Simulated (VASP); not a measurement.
A run of VASP 6.6.1:

INCAR

```
SYSTEM = Cd
PREC     = Accurate       ! precision mode
ENCUT    = 520            ! plane-wave cutoff, eV
EDIFF    = 1E-7           ! SCF threshold, eV
ISMEAR   = -1             ! smearing method
SIGMA    = 0.1            ! smearing width, eV
LREAL    = .False.        ! projectors in reciprocal space
LASPH    = .True.         ! aspherical terms in the spheres
NELM     = 100            ! most SCF steps
ALGO     = Normal         ! electronic algorithm
ISIF     = 2              ! what is computed and relaxed
LWAVE    = .False.        ! write WAVECAR
LCHARG   = .True.         ! write CHGCAR
GGA      = B5             ! functional
ALDAX    = 1.0          
AGGAX    = 1.0          
AGGAC    = 1.0          
ALDAC    = 0.0          
LELF     = .True.         ! ELF
LVHAR    = .True.       
NBANDS   = 12             ! bands
```

KPOINTS

```
regular mesh
0
Gamma
  13 13 13
  0 0 0
```

Contents of POSCAR:

```
Cd
1.0
   -1.9244030143      1.9244030143      1.9244030143
    1.9244030143     -1.9244030143      1.9244030143
    1.9244030143      1.9244030143     -1.9244030143
Cd
1
Direct
    0.0000000000      0.0000000000      0.0000000000
```

Potentials or basis: VASP PAW PBE potentials, release 64 (Cd).

Run with:

```sh
$ cat potpaw_PBE.64/Cd/POTCAR > POTCAR
$ mpirun -np 1 vasp_std > vasp.out
```

Hardware: 1 thread of Intel Xeon 8259CL, on a shared host.

Task: How long does it take, and how much memory?

Result: Wall time 58 s on 1 thread of Intel Xeon 8259CL, on a shared host, peak memory 0.17 GiB. Counts: scf iterations 11, k points 84.
